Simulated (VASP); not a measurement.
# Ag (P6_3/mmc) in VASP: a series of runs

Runs on Ag. Level: PBE. Tasks: single point.

Program: VASP 6.6.1. These are calculated values, not measurements. Logs are shortened: lines on timing, memory, paths and dates and some standing lists are left out, and cuts for length are marked.

**1. The cell of the first run**

The structure is hexagonal, space group P6_3/mmc (No. 194). The conventional cell has a = 2.945 Å, b = 2.945 Å, c = 4.769 Å, α = 90.00°, β = 90.00°, γ = 120.00°. Within 3.9 Å of Ag (site symmetry -6m2) lie 12 Ag at 2.93 to 2.95 Å.

**2. Single point, PBE**

Input file INCAR:

```
SYSTEM = Ag
ALGO = Normal ; EDIFF = 1E-6
ENCUT = 520 ; GGA = PE
ISIF = 2 ; ISMEAR = -1
LASPH = .TRUE. ; LCHARG = .TRUE.
LELF = .TRUE. ; LREAL = .FALSE.
LVHAR = .TRUE. ; LWAVE = .FALSE.
NBANDS = 18 ; NELM = 100
PREC = Accurate ; SIGMA = 0.1
```

Input file KPOINTS:

```
k-points
0
G
  14 14 8
  0 0 0
```

Input file POSCAR:

```
Ag
1.0
    2.9451763411      0.0000000000      0.0000000000
   -1.4725881705      2.5505975300      0.0000000000
    0.0000000000      0.0000000000      4.7693064531
Ag
2
Direct
    0.3333333333      0.6666666667      0.2500000000
    0.6666666667      0.3333333333      0.7500000000
```

Potentials or basis: VASP PAW PBE potentials, release 64 (Ag).

Run with:

```console
> cat potpaw_PBE.64/Ag/POTCAR > POTCAR
> mpirun -np 1 vasp_std > vasp.out
```

OUTCAR:

```text
SYSTEM = Ag
   EDIFF = 1E-6
   ENCUT = 520
   GGA = PE
   ISIF = 2
   ISMEAR = -1
   LASPH = .TRUE.
   LREAL = .FALSE.
   NELM = 100
   PREC = Accurate

 ion  position               nearest neighbor table
   1  0.333  0.667  0.250-   2 2.93   2 2.93   2 2.93   2 2.93   2 2.93   2 2.93
   2  0.667  0.333  0.750-   1 2.93   1 2.93   1 2.93   1 2.93   1 2.93   1 2.93

  LATTYP: Found a hexagonal cell.
 ALAT       =     2.9451763411
 C/A-ratio  =     1.6193619331

  Lattice vectors:

 A1 = (   2.9451763411,   0.0000000000,   0.0000000000)
 A2 = (  -1.4725881705,   2.5505975300,   0.0000000000)
 A3 = (   0.0000000000,   0.0000000000,   4.7693064531)

Analysis of symmetry for initial positions (statically):
=====================================================================
 Subroutine PRICEL returns:
 Original cell was already a primitive cell.

 Routine SETGRP: Setting up the symmetry group for a
 hexagonal supercell.

 Subroutine GETGRP returns: Found 24 space group operations
 (whereof 12 operations were pure point group operations)
 out of a pool of 24 trial point group operations.

The static configuration has the point symmetry D_3d.
 The point group associated with its full space group is D_6h.

Analysis of symmetry for dynamics (positions and initial velocities):
=====================================================================
 Subroutine PRICEL returns:
 Original cell was already a primitive cell.

 Routine SETGRP: Setting up the symmetry group for a
 hexagonal supercell.

 Subroutine GETGRP returns: Found 24 space group operations
 (whereof 12 operations were pure point group operations)
 out of a pool of 24 trial point group operations.

The dynamic configuration has the point symmetry D_3d.
 The point group associated with its full space group is D_6h.

 Subroutine INISYM returns: Found 24 space group operations
 (whereof 12 operations are pure point group operations),
 and found     1 'primitive' translations

----------------------------------------------------------------------------------------

                                     Primitive cell

  volume of cell :      35.8268

  direct lattice vectors                    reciprocal lattice vectors
     2.945176341  0.000000000  0.000000000     0.339538243  0.196032496  0.000000000
    -1.472588170  2.550597530  0.000000000     0.000000000  0.392064992  0.000000000
     0.000000000  0.000000000  4.769306453     0.000000000  0.000000000  0.209674092

  length of vectors
     2.945176341  2.945176341  4.769306453     0.392064992  0.392064992  0.209674092

  position of ions in fractional coordinates (direct lattice)
     0.333333333  0.666666667  0.250000000
     0.666666667  0.333333333  0.750000000

  ion indices of the primitive-cell ions
   primitive index   ion index
                 1           1
                 2           2

----------------------------------------------------------------------------------------

 KPOINTS: k-points

Automatic generation of k-mesh.
 Grid dimensions read from file:
 generate k-points for:   14   14    8

 Generating k-lattice:

  Cartesian coordinates                     Fractional coordinates (reciprocal lattice)
     0.024252732  0.014002321  0.000000000     0.071428571  0.000000000  0.000000000
     0.000000000  0.028004642  0.000000000     0.000000000  0.071428571  0.000000000
     0.000000000  0.000000000  0.026209261     0.000000000  0.000000000  0.125000000

  Length of vectors
     0.028004642  0.028004642  0.026209261

  Shift w.r.t. Gamma in fractional coordinates (k-lattice)
     0.000000000  0.000000000  0.000000000

 Subroutine IBZKPT returns following result:
 ===========================================

 Found    120 irreducible k-points:

 Following reciprocal coordinates:
            Coordinates               Weight
  0.000000  0.000000  0.000000      1.000000
  0.071429  0.000000  0.000000      6.000000
  0.142857 -0.000000  0.000000      6.000000
  0.214286  0.000000  0.000000      6.000000
  0.285714 -0.000000  0.000000      6.000000
  0.357143  0.000000  0.000000      6.000000
[... 16 lines left out ...]
  0.285714  0.285714  0.000000      6.000000
  0.357143  0.285714  0.000000      6.000000
 [... further k-points ...]
   k-points           NKPTS =    120   k-points in BZ     NKDIM =    120   number of bands    NBANDS=     18
   number of dos      NEDOS =    301   number of ions     NIONS =      2
   total plane-waves  NPLWV =  20736
   dimension x,y,z NGX =    24 NGY =   24 NGZ =   36
   dimension x,y,z NGXF=    48 NGYF=   48 NGZF=   72
   ions per type =               2
   NGX,Y,Z   is equivalent  to a cutoff of  13.55, 13.55, 12.55 a.u.
   NGXF,Y,Z  is equivalent  to a cutoff of  27.09, 27.09, 25.10 a.u.
 SYSTEM =  Ag
   PREC   = accura    normal or accurate (medium, high low for compatibility)
   ISTART =      0    job   : 0-new  1-cont  2-samecut
   ICHARG =      2    charge: 1-file 2-atom 10-const
   ISPIN  =      1    spin polarized calculation?
   LNONCOLLINEAR =      F non collinear calculations
   LSORBIT =      F    spin-orbit coupling
   LASPH  =      T    aspherical Exc in radial PAW
   ENCUT  =  520.0 eV  38.22 Ry    6.18 a.u.   5.48  5.48  8.87*2*pi/ulx,y,z
   NELM   =    100;   NELMIN=  2; NELMDL= -5     # of ELM steps
   EDIFF  = 0.1E-05   stopping-criterion for ELM
   LREAL  =      F    real-space projection
   EDIFFG = 0.1E-04   stopping-criterion for IOM
   NSW    =      0    number of steps for IOM
   IBRION =     -1    ionic relax: 0-MD 1-quasi-New 2-CG
   NFREE  =      0    steps in history (QN), initial steepest desc. (CG)
   ISIF   =      2    stress and relaxation
   ISYM   =      2    0-nonsym 1-usesym 2-fastsym
   POTIM  = 0.5000    time-step for ionic-motion
   TEBEG  =    0.0;   TEEND  =   0.0 temperature during run
   PSTRESS=    0.0 pullay stress
   NELECT =      22.0000    total number of electrons
   NUPDOWN=      -1.0000    fix difference up-down
   EMIN   =  10.00;   EMAX   =-10.00  energy-range for DOS
   EFERMI =   0.00;   METHOD = LEGACY
   ISMEAR =    -1;   SIGMA  =   0.10  broadening in eV -4-tet -1-fermi 0-gaus
   EFERMI_NEDOS =   21; number of points for ismear=-14 and -15
   IALGO  =     38    algorithm
   IMIX   =      4    mixing-type and parameters
     AMIX     =   0.40;   BMIX     =  1.00
     AMIX_MAG =   1.60;   BMIX_MAG =  1.00
  volume/ion in A,a.u.               =      17.91       120.89
  Fermi-wavevector in a.u.,A,eV,Ry     =   1.391488  2.629532 26.344142  1.936240
  Thomas-Fermi vector in A             =   2.515323
   LORBIT       =      0    0 simple, 1 ext, 2 COOP (PROOUT), +10 PAW based schemes
   GGA     = PE    functional components
   LHFCALC =     F    Hartree Fock is set to
   AEXX    =    0.0000 exact exchange contribution
   IVDW    =     0    specifies the selected vdW correction
   LEPSILON=     F    determine dielectric tensor
   LRPA    =     F    only Hartree local field effects (RPA)
 non-spin polarized calculation
  energy-cutoff  :      520.00
  volume of cell :       35.83
 maximum number of plane-waves:      1002
 NGX is ok and might be reduce to    24
   NGX = 11   NGY = 11   NGZ = 17

 number of electron      22.0000008 magnetization

 Free energy of the ion-electron system (eV)
  ---------------------------------------------------
  ext. energy  EPLUGINS =         0.00000000
  ---------------------------------------------------
  free energy    TOTEN  =        -5.43500680 eV

  energy without entropy =       -5.41642170  energy(sigma->0) =       -5.42571425

 E-fermi :   7.7462     XC(G=0): -11.9158

 val. band max:        7.7339312886   @ k =   0.4286   0.0714   0.2500
 cond. band min:       7.8597654580   @ k =   0.5000   0.0000   0.0000
 fundamental gap:      0.1258341694
 Fermi energy:         7.7461878989

 k-point     1 :       0.0000    0.0000    0.0000
  band No.  band energies     occupation
      1       0.3508      2.00000
      2       1.6720      2.00000
      3       3.1594      2.00000
      4       3.2172      2.00000
      5       3.2172      2.00000
      6       3.4416      2.00000
[... 10 lines left out ...]
     17      25.3252      0.00000
     18      25.3773      0.00000

 k-point     2 :       0.0714    0.0000    0.0000
  band No.  band energies     occupation
      1       0.4857      2.00000
      2       1.7473      2.00000
      3       3.0578      2.00000
      4       3.2858      2.00000
      5       3.3135      2.00000
      6       3.4182      2.00000
[... 10 lines left out ...]
     17      25.4252      0.00000
     18      26.0024      0.00000

 k-point     3 :       0.1429   -0.0000    0.0000
  band No.  band energies     occupation
      1       0.8703      2.00000
      2       1.9357      2.00000
      3       2.9236      2.00000
      4       3.3282      2.00000
      5       3.4404      2.00000
      6       3.4829      2.00000
[... 10 lines left out ...]
     17      25.5678      0.00000
     18      25.8335      0.00000

 k-point     4 :       0.2143    0.0000    0.0000
  band No.  band energies     occupation
      1       1.4157      2.00000
      2       2.0944      2.00000
      3       2.8870      2.00000
      4       3.0515      2.00000
      5       3.2839      2.00000
      6       3.4457      2.00000
[... 375 lines left out ...]
      4       3.0577      2.00000
      5       3.2798      2.00000
      6       3.3409      2.00000
[... 10 lines left out ...]
     17      18.4674      0.00000
     18      20.8300      0.00000

 k-point    23 :       0.2857    0.2857    0.0000
  band No.  band energies     occupation
      1       2.1097      2.00000
      2       2.4624      2.00000
      3       2.5376      2.00000
      4       3.0564      2.00000
      5       3.0571      2.00000
      6       3.3151      2.00000
[... 10 lines left out ...]
     17      19.0477      0.00000
     18      19.1900      0.00000

 k-point    24 :       0.3571    0.2857    0.0000
  band No.  band energies     occupation
      1       2.0837      2.00000
      2       2.5101      2.00000
      3       2.5758      2.00000
      4       3.0278      2.00000
      5       3.1047      2.00000
      6       3.2254      2.00000
[... 10 lines left out ...]
     17      18.0433      0.00000
     18      18.9775      0.00000

 [... further k-points ...]
[... 5 lines left out ...]
  --------------------------------------------------------------------------------------
  -------------------------------------------------------------------------------------
  Total       -0.0908820     -0.0908820      0.0583687     -0.0000000      0.0000000     -0.0000000
  in kB       -4.0642475     -4.0642475      2.6102487     -0.0000000      0.0000000     -0.0000000
  external PRESSURE =      -1.8394154 kB  Pullay stress =       0.0000000 kB

 VOLUME and BASIS-vectors are now :
 -----------------------------------------------------------------------------
  energy-cutoff  :      520.00
  volume of cell :       35.83
      direct lattice vectors                 reciprocal lattice vectors
     2.945176341  0.000000000  0.000000000     0.339538243  0.196032496  0.000000000
    -1.472588170  2.550597530  0.000000000     0.000000000  0.392064992  0.000000000
     0.000000000  0.000000000  4.769306453     0.000000000  0.000000000  0.209674092

 POSITION                                       TOTAL-FORCE (eV/Angst)
 -----------------------------------------------------------------------------------
     -0.00000      1.70040      1.19233         0.000000      0.000000      0.000000
      1.47259      0.85020      3.57698        -0.000000     -0.000000      0.000000
 -----------------------------------------------------------------------------------
    total drift:                               -0.000000      0.000000     -0.000000

  FREE ENERGIE OF THE ION-ELECTRON SYSTEM (eV)
  ---------------------------------------------------
  free  energy   TOTEN  =        -5.4350068037 eV

  energy  without entropy=       -5.4164216973  energy(sigma->0) =       -5.42571425
```

Wall time 28 s (1 thread of Intel Xeon Platinum 8488C (Sapphire Rapids), shared host); peak memory 0.19 GiB.

What came out:

```
Free energy            : -5.4350 eV
Pressure               : -0.2 GPa
Band gap on the k mesh : zero (band 11 reaches 11.30 eV, above the bottom of band 12 at 4.39 eV)
```

Stress tensor (GPa, compression positive):
```
-0.41  0.00  0.00
 0.00 -0.41  0.00
 0.00  0.00  0.26
```

Levels at points of the mesh, in eV from the Fermi level:
| k point | band 7 | band 8 | band 9 | band 10 | band 11 | band 12 | band 13 | band 14 | band 15 | band 16 |
| --- | --- | --- | --- | --- | --- | --- | --- | --- | --- | --- |
| (0.00, 0.00, 0.00) | -4.30 | -4.02 | -4.02 | -3.06 | -3.06 | -0.19 | 3.46 | 15.46 | 17.56 | 17.58 |
| (0.50, 0.00, 0.00) | -3.69 | -2.96 | -2.88 | -2.83 | 0.11 | 1.41 | 6.74 | 7.00 | 9.04 | 10.14 |
| (0.00, 0.00, 0.50) | -4.33 | -4.33 | -3.35 | -3.35 | -3.35 | -3.35 | 10.98 | 10.98 | 15.81 | 15.81 |
| (0.50, 0.00, 0.50) | -3.10 | -3.10 | -2.88 | -2.88 | 0.83 | 0.83 | 4.31 | 4.31 | 13.18 | 13.18 |

**3. Single point, PBE (volume scaled by 1.04)**

Input file INCAR:

```
SYSTEM = Ag
PREC     = Accurate       ! precision mode
ENCUT    = 520            ! plane-wave cutoff, eV
EDIFF    = 1E-6           ! SCF threshold, eV
ISMEAR   = -1             ! smearing method
SIGMA    = 0.1            ! smearing width, eV
LREAL    = .FALSE.        ! projectors in reciprocal space
LASPH    = .TRUE.         ! aspherical terms in the spheres
NELM     = 80             ! most SCF steps
ALGO     = Normal         ! electronic algorithm
ISIF     = 2              ! what is computed and relaxed
LWAVE    = .FALSE.        ! write WAVECAR
LCHARG   = .FALSE.        ! write CHGCAR
GGA      = PE             ! functional
NBANDS   = 18             ! bands
```

Input file KPOINTS:

```
Automatic mesh
0
G
  14 14 8
  0 0 0
```

Input file POSCAR:

```
Ag
1.0
    2.9839331058      0.0000000000      0.0000000000
   -1.4919665529      2.5841618729      0.0000000000
    0.0000000000      0.0000000000      4.8320676826
Ag
2
Direct
    0.3333333333      0.6666666667      0.2500000000
    0.6666666667      0.3333333333      0.7500000000
```

Potentials or basis: VASP PAW PBE potentials, release 64 (Ag).

Run with:

```console
> cat potpaw_PBE.64/Ag/POTCAR > POTCAR
> mpirun -np 1 vasp_std > vasp.out
```

Run time: 27 s. Hardware: 1 thread of Intel Xeon Platinum 8488C (Sapphire Rapids), shared host; peak memory 0.2 GiB.

It converged, with:

```yaml
Free_energy: -5.4195 eV
Pressure: -3.3 GPa
Band_gap_on_the_k_mesh: zero (band 11 reaches 10.71 eV, above the bottom of band 12 at 3.93 eV)
```

Stress tensor (GPa, compression positive):
```
-3.48  0.00  0.00
 0.00 -3.48  0.00
 0.00  0.00 -2.95
```

Levels at points of the mesh, in eV from the Fermi level:
| k point | band 8 | band 9 | band 10 | band 11 | band 12 | band 13 | band 14 | band 15 |
| --- | --- | --- | --- | --- | --- | --- | --- | --- |
| (0.00, 0.00, 0.00) | -3.94 | -3.94 | -3.04 | -3.04 | -0.09 | 3.25 | 15.33 | 17.12 |
| (0.50, 0.00, 0.00) | -2.95 | -2.87 | -2.83 | 0.12 | 1.32 | 6.56 | 6.83 | 8.69 |
| (0.00, 0.00, 0.50) | -4.20 | -3.32 | -3.32 | -3.32 | -3.32 | 10.68 | 10.68 | 15.66 |
| (0.50, 0.00, 0.50) | -3.07 | -2.88 | -2.88 | 0.87 | 0.87 | 4.09 | 4.09 | 12.87 |
